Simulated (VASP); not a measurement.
Write the native input for VASP 6.6.1 that does the following.

```yaml
Task: relaxation of cell and atoms
Functional: LDA
Potentials_or_basis: VASP PAW LDA potentials, release 64 (Cd, Se)
Cutoff: 600 eV
k_mesh: 6 × 6 × 6
Occupations: gaussian, width 0.01 eV
Spin: no spin polarisation
Target_pressure: 15 GPa
Dipole_correction: no
Further_INCAR_settings: ALGO = Normal; EDIFF = 1e-07; IBRION = 2; EDIFFG = -0.002; NSW = 100; ISIF = 3
```

The structure of CdSe lies in POSCAR:

```
CdSe
1.0
    0.0000000000      3.0039652174      3.0039652174
    3.0039652174      0.0000000000      3.0039652174
    3.0039652174      3.0039652174      0.0000000000
Cd Se
1 1
Direct
    0.0000000000      0.0000000000      0.0000000000
    0.7500000000      0.7500000000      0.7500000000
```

These files were run (other wordings do the same):

INCAR

```
PREC = Accurate
ENCUT = 600
EDIFF = 1E-7
ISMEAR = 0
SIGMA = 0.01
LREAL = False
LASPH = True
NELM = 60
ALGO = Normal
ISIF = 3
LWAVE = False
LCHARG = False
IBRION = 2
NSW = 100
EDIFFG = -0.002
PSTRESS = 150.0
```

KPOINTS

```
regular mesh
0
Gamma
  6 6 6
```

Potentials or basis: VASP PAW LDA potentials, release 64 (Cd, Se).

Run with:

```console
$ cat potpaw_LDA.64/Cd/POTCAR potpaw_LDA.64/Se/POTCAR > POTCAR
$ mpirun -np 1 vasp_std > vasp.out
```

Results of the run:

```
Relaxed volume                                         : 22.99 Å³/atom
Relaxed cell                                           : a = 4.022 Å, b = 4.022 Å, c = 4.022 Å, α = 60.00°, β = 60.00°, γ = 60.00°
Space group after relaxing (to 0.05 Å)                 : F-43m (No. 216)
Energy change on relaxing (the enthalpy is what falls) : +171.4 meV/atom
Ionic steps                                            : 7
Pressure after relaxing                                : 15.0 GPa
Band gap on the k mesh                                 : 0.76 eV, direct
```

Caveat: the cell is relaxed towards a set pressure, so the enthalpy falls and the energy may rise; the volume moved by over 15 % at a fixed basis, so the end points are rough.

Wall time 29 s on 1 thread of Intel(R) Xeon(R) 6975P-C (Granite Rapids) (shared host), peak memory 0.18 GiB.
